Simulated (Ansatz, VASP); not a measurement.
**Two plane-wave programs on MgO**

INCAR

```
  PREC = Accurate
  ENCUT = 520
  EDIFF = 1E-6
  ISMEAR = 0
  SIGMA = 0.05
  LREAL = F
  LASPH = T
  NELM = 100
  ALGO = Normal
  ISIF = 2
  LWAVE = F
  LCHARG = F
  GGA = PS
  NBANDS = 26
```

KPOINTS

```
Automatic mesh
0
Gamma
  9 9 4
```

The input POSCAR:

```
MgO
1.0
    3.2553371795      0.0000000000      0.0000000000
   -1.6276685897      2.8192046953      0.0000000000
    0.0000000000      0.0000000000     10.4149514991
Mg O
4 4
Direct
    0.3333333333      0.6666666667      0.9695963559
    0.0000000000      0.0000000000      0.2209473890
    0.0000000000      0.0000000000      0.7209473890
    0.6666666667      0.3333333333      0.4695963559
    0.3333333333      0.6666666667      0.7799156657
   -0.1996720967      0.0000000000      0.5295387694
    0.0000000000      0.0000000000      0.0295387694
    0.6666666667      0.3333333333      0.2799156657
```

Input for Ansatz:

```yaml
crystal:
  lattice:
    - [3.2553371795, 0.0, 0.0]
    - [-1.6276685897, 2.8192046953, 0.0]
    - [0.0, 0.0, 10.4149514991]
  atoms:
    - { symbol: Mg, position: [0.3333333333, 0.6666666667, 0.9695963559] }
    - { symbol: Mg, position: [0.0, 0.0, 0.220947389] }
    - { symbol: Mg, position: [0.0, 0.0, 0.720947389] }
    - { symbol: Mg, position: [0.6666666667, 0.3333333333, 0.4695963559] }
    - { symbol: O, position: [0.3333333333, 0.6666666667, 0.7799156657] }
    - { symbol: O, position: [-0.1996720967, 0.0, 0.5295387694] }
    - { symbol: O, position: [0.0, 0.0, 0.0295387694] }
    - { symbol: O, position: [0.6666666667, 0.3333333333, 0.2799156657] }
basis:
  ecutwfc: 420
kpoints:
  mp_grid: { grid: [9, 9, 4] }
hamiltonian:
  xc: pbesol
  pseudopotentials: { kind: paw, azcp: { folder: soft_1 } }
scf:
  occupations: { method: gaussian, width: 0.05 }
output:
  forces: true
  stress: true
  eigenvalues: true
```

Alike in both runs: task single point; functional PBEsol; k mesh 9 × 9 × 4; occupations gaussian, width 0.05 eV; no spin polarisation.

|  | VASP | Ansatz |
| --- | --- | --- |
| version | VASP 6.6.1 | Ansatz 0.2.0 |
| potentials or method | VASP PAW PBE potentials, release 64 (Mg, O), cutoff 520 eV | scalar-relativistic, plane waves, PAW |
| valence electrons in the cell | 32 | 64 |

VASP gave:

- gap on the k mesh at the Fermi level (eV): 3.04
- least direct gap on the mesh (eV): 3.04
- pressure (GPa): 10.6
- traceless stress, the component that is largest in VASP (GPa): -14.90
- rms of the force components (eV/Å): 4.672

Which values does Ansatz return?

gap on the k mesh at the Fermi level (eV): 3.04; least direct gap on the mesh (eV): 3.04; pressure (GPa): 10.1; traceless stress, the component that is largest in VASP (GPa): -13.91; rms of the force components (eV/Å): 4.394.

VASP's potentials were made for PBE, not for PBEsol, and Ansatz warns of the same on its side. Atom by atom the forces differ by 0.278 eV/Å (rms over components). VASP's potentials hold 32 valence electrons a cell and Ansatz's 64, so a difference there can come from the potentials and not from the codes.
